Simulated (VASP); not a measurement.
Here is a VASP 6.6.1 calculation.

File INCAR:

```
SYSTEM = Zr
PREC = Accurate ; ENCUT = 520
EDIFF = 1E-7 ; ISMEAR = -1
SIGMA = 0.05 ; LREAL = .FALSE.
LASPH = .TRUE. ; NELM = 60
ALGO = Normal ; ISIF = 2
LWAVE = .FALSE. ; LCHARG = .FALSE.
GGA = PE ; NBANDS = 19
```

Contents of KPOINTS:

```
Automatic mesh
0
G
  12 12 7
  0 0 0
```

Contents of POSCAR:

```
Zr
1.0
    3.2320000000      0.0000000000      0.0000000000
   -1.6160000000      2.7989941050      0.0000000000
    0.0000000000      0.0000000000      5.1470000000
Zr
2
Direct
    0.3333333333      0.6666666667      0.2500000000
    0.6666666667      0.3333333333      0.7500000000
```

Potentials or basis: VASP PAW PBE potentials, release 64 (Zr_sv).

Run with:

```sh
$ cat potpaw_PBE.64/Zr_sv/POTCAR > POTCAR
$ mpirun -np 1 vasp_std > vasp.out
```

Q: Estimate the band gap on the k mesh.

A: Zero (band 12 reaches 9.86 eV, above the bottom of band 13 at 8.75 eV).

Q: Estimate the pressure.

A: 0.5 GPa.

Stress tensor (GPa, compression positive):
```
0.32 0.00 0.00
0.00 0.32 0.00
0.00 0.00 0.91
```
